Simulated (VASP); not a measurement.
Runs of VASP 6.6.1 on WC. The structure is that of space group Fm-3m (No. 225), or close to it. The cells are those of the table. 

```tsv
cell	gap on the mesh (eV)	pressure (GPa)
a = 3.016 Å, angles 60.0°, 2 atoms	none	33.0
a = 3.101 Å, angles 60.0°, 2 atoms	none	-3.6
a = 3.059 Å, angles 60.0°, 2 atoms	none	(a)
a = 3.182 Å, angles 60.0°, 2 atoms	none	(b)
a = 3.142 Å, angles 60.0°, 2 atoms	none	-16.7
```

Alike in all rows: task single point; level r2SCAN; potentials or basis VASP PAW PBE potentials, release 64 (W_sv, C); no spin polarisation; k mesh 11 × 11 × 11; cutoff (eV) 520; smearing gaussian 0.05 eV.

Fill in the values left out.

(a) 12.7; (b) -27.3.

Caveats: the PAW data sets were made with another functional, which shifts forces and pressure a little; spin-orbit coupling is left out, which moves the levels of the heavy elements; the cell stands under tension (at least some runs); the cell stands under pressure (at least some runs).

A k mesh can miss the band edges, and the runs leave out spin-orbit coupling on W.

A gap of «none» marks levels without a gap at the run's occupations.
